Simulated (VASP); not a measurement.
Set up this calculation in VASP 6.6.1, as the native input.

| Item | Value |
| --- | --- |
| Task | single point |
| Functional | PBE |
| Potentials or basis | VASP PAW PBE potentials, release 64 (Pb_d, O) |
| Cutoff | 520 eV |
| k mesh | 4 × 4 × 6 |
| Occupations | gaussian, width 0.1 eV |
| Spin | no spin polarisation |
| Dipole correction | no |
| Further INCAR settings | ALGO = Normal; EDIFF = 1e-06; NBANDS = 35 |

The structure of PbO2 lies in POSCAR:

```
PbO2
1.0
    5.0683961493      0.0000000000      0.0000000000
    0.0000000000      5.0683961493      0.0000000000
    0.0000000000      0.0000000000      3.4496310145
Pb O
2 4
Direct
    0.0000000000      0.0000000000      0.0000000000
    0.5000000000      0.5000000000      0.5000000000
    0.3080562836      0.3080562836      0.0000000000
    0.1919437164      0.8080562836      0.5000000000
    0.6919437164      0.6919437164      0.0000000000
    0.8080562836      0.1919437164      0.5000000000
```

The input as run:

INCAR

```
  PREC = Accurate
  ENCUT = 520
  EDIFF = 1E-6
  ISMEAR = 0
  SIGMA = 0.1
  LREAL = F
  LASPH = T
  NELM = 60
  ALGO = Normal
  ISIF = 2
  LWAVE = F
  LCHARG = T
  GGA = PE
  LELF = T
  LVHAR = T
  NBANDS = 35
```

KPOINTS

```
Automatic mesh
0
Gamma
  4 4 6
```

Potentials or basis: VASP PAW PBE potentials, release 64 (Pb_d, O).

The run is started by

```sh
$ cat potpaw_PBE.64/Pb_d/POTCAR potpaw_PBE.64/O/POTCAR > POTCAR
$ mpirun -np 1 vasp_std > vasp.out
```

Results of the run:

```yaml
Pressure: 0.4 GPa
Largest_force: 0.017 eV/Å
Band_gap_on_the_k_mesh: 0.16 eV (least direct gap 0.52 eV)
```

Caveat: spin-orbit coupling is left out, which moves the levels of the heavy elements.

Wall time 47 s on 1 thread of AMD EPYC 9R45 96-Core Processor (Zen 5) (shared host), peak memory 0.19 GiB.
